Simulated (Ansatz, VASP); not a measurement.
# One calculation of P, two programs

```
P
1.0
     0.00000    1.86343    1.86343
     1.86343    0.00000    1.86343
     1.86343    1.86343    0.00000
P
1
Direct
  0.00000 0.00000 0.00000
```

Alike in both runs: task single point; functional revPBE; k mesh 16 × 16 × 16; occupations fermi-dirac, width 0.1 eV; no spin polarisation.

|  | VASP | Ansatz |
| --- | --- | --- |
| version | VASP 6.6.1 | Ansatz 0.2.0 |
| potentials or method | VASP PAW PBE potentials, release 64 (P), cutoff 520 eV | plane waves (420 eV) with PAW, scalar-relativistic |
| valence electrons in the cell | 5 | 5 |

|  | VASP | Ansatz | Ansatz less VASP |
| --- | --- | --- | --- |
| pressure (GPa) | 14.4 | 15.1 | +0.70 |

VASP's potentials were made for PBE, not for revPBE.
